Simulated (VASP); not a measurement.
Runs of VASP 6.6.1 on Al3Ru2. The structure is that of space group I4/mmm (No. 139), or close to it. The cells are those of the table. 

| cell | further INCAR settings | gap on the mesh (eV) | pressure (GPa) | largest force (eV/Å) |
| --- | --- | --- | --- | --- |
| a = 2.935, b = 2.935, c = 14.964 Å, 10 atoms | ALGO = Fast; EDIFF = 1e-06; NBANDS = 48 | none | 11.5 | 0.01 |
| a = 3.166, b = 3.166, c = 13.995 Å, 10 atoms | ALGO = Fast; EDIFF = 1e-06; NBANDS = 48 | none | (a) | 0.08 |
| a = 3.166, b = 3.166, c = 13.957 Å, 10 atoms | ALGO = Fast; EDIFF = 1e-06; NBANDS = 48 | none | -6.7 | - |
| a = 3.119, b = 3.119, c = 14.465 Å, 10 atoms | ALGO = Fast; EDIFF = 1e-07; NBANDS = 48 | none | -7.7 | 0.01 |
| a = 2.935, b = 2.935, c = 14.636 Å, 10 atoms | ALGO = Fast; EDIFF = 1e-07; NBANDS = 48 | none | (b) | 0.18 |
| a = 2.981, b = 2.981, c = 13.824 Å, 10 atoms | ALGO = Fast; EDIFF = 1e-06; NBANDS = 48 | none | 21.5 | 0.01 |
| a = 2.935, b = 2.935, c = 13.610 Å, 10 atoms | ALGO = Fast; EDIFF = 1e-06; NBANDS = 48 | none | 35.9 | 0.01 |
| a = 3.212, b = 3.212, c = 14.893 Å, 10 atoms | ALGO = Fast; EDIFF = 1e-06; NBANDS = 48 | none | -18.6 | 0.01 |
| a = 3.119, b = 3.119, c = 14.123 Å, 10 atoms | ALGO = Fast; EDIFF = 1e-06; NBANDS = 48 | none | -3.7 | 0.12 |
| a = 3.027, b = 3.027, c = 14.453 Å, 10 atoms | ALGO = Fast; EDIFF = 1e-06; NBANDS = 48 | none | 3.7 | 0.01 |
| a = 3.027, b = 3.027, c = 14.380 Å, 10 atoms | ALGO = Fast; EDIFF = 1e-07; NBANDS = 48 | none | 4.7 | 0.16 |
| a = 2.981, b = 2.981, c = 14.688 Å, 10 atoms | ALGO = Fast; EDIFF = 1e-06; NBANDS = 48 | none | 7.5 | 0.01 |

Alike in all rows: task single point; level PBEsol; potentials or basis VASP PAW PBE potentials, release 64 (Al, Ru_pv); no spin polarisation; k mesh 12 × 12 × 4; cutoff (eV) 520; smearing gaussian 0.1 eV.

Question: Estimate the missing entries.

Answer: (a) -7.1; (b) 16.3.

Caveats: the PAW data sets were made with another functional, which shifts forces and pressure a little.

A k mesh can miss the band edges, and the runs leave out spin-orbit coupling on Ru.

A gap of «none» marks levels without a gap at the run's occupations.
